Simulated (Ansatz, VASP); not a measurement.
**MgO: VASP beside Ansatz**

The input INCAR:

```
PREC = Accurate
ENCUT = 520
EDIFF = 1E-6
ISMEAR = 0
SIGMA = 0.05
LREAL = False
LASPH = True
NELM = 100
ALGO = Normal
ISIF = 2
LWAVE = False
LCHARG = False
GGA = PE
NBANDS = 26
```

KPOINTS

```
regular mesh
0
Gamma
  9 9 2
```

POSCAR

```
MgO
1.0
    3.2803754002      0.0000000000      0.0000000000
   -1.6401877001      2.8408884305      0.0000000000
    0.0000000000      0.0000000000     10.5147056238
Mg O
4 4
Direct
    0.3333333333      0.6666666667      0.9694791811
    0.0000000000      0.0000000000      0.2208070585
    0.0000000000      0.0000000000      0.7208070585
    0.6666666667      0.3333333333      0.4694791811
    0.3333333333      0.6666666667      0.7800540723
    0.0000000000      0.0000000000      0.5924271004
    0.0000000000      0.0000000000      0.0296578681
    0.6666666667      0.3333333333      0.2800540723
```

Input for Ansatz:

```yaml
crystal:
  lattice:
    - [3.2803754002, 0.0, 0.0]
    - [-1.6401877001, 2.8408884305, 0.0]
    - [0.0, 0.0, 10.5147056238]
  atoms:
    - { symbol: Mg, position: [0.3333333333, 0.6666666667, 0.9694791811] }
    - { symbol: Mg, position: [0.0, 0.0, 0.2208070585] }
    - { symbol: Mg, position: [0.0, 0.0, 0.7208070585] }
    - { symbol: Mg, position: [0.6666666667, 0.3333333333, 0.4694791811] }
    - { symbol: O, position: [0.3333333333, 0.6666666667, 0.7800540723] }
    - { symbol: O, position: [0.0, 0.0, 0.5924271004] }
    - { symbol: O, position: [0.0, 0.0, 0.0296578681] }
    - { symbol: O, position: [0.6666666667, 0.3333333333, 0.2800540723] }
basis:
  ecutwfc: 420
kpoints:
  mp_grid: { grid: [9, 9, 2] }
hamiltonian:
  xc: pbe
  pseudopotentials: { kind: paw, azcp: { folder: soft_1 } }
scf:
  occupations: { method: gaussian, width: 0.05 }
output:
  forces: true
  stress: true
  eigenvalues: true
```

Alike in both runs: task single point; functional PBE; k mesh 9 × 9 × 2; occupations gaussian, width 0.05 eV; no spin polarisation.

|  | VASP | Ansatz |
| --- | --- | --- |
| version | VASP 6.6.1 | Ansatz 0.2.0 |
| potentials or method | VASP PAW PBE potentials, release 64 (Mg, O), cutoff 520 eV | scalar-relativistic, plane waves, PAW |
| valence electrons in the cell | 32 | 64 |

VASP gave:

* gap on the k mesh at the Fermi level (eV): 0.75
* least direct gap on the mesh (eV): 0.75
* pressure (GPa): 20.6
* traceless stress, the component that is largest in VASP (GPa): 42.49
* rms of the force components (eV/Å): 9.822

**Question.** Which values does Ansatz return?

**Answer.** gap on the k mesh at the Fermi level (eV): 0.86; least direct gap on the mesh (eV): 0.86; pressure (GPa): 18.8; traceless stress, the component that is largest in VASP (GPa): 38.17; rms of the force components (eV/Å): 8.952.

Atom by atom the forces differ by 0.875 eV/Å (rms over components). The functional is the same, so the differences come from potentials, cutoffs and numerics. VASP's potentials hold 32 valence electrons a cell and Ansatz's 64, so a difference there can come from the potentials and not from the codes.
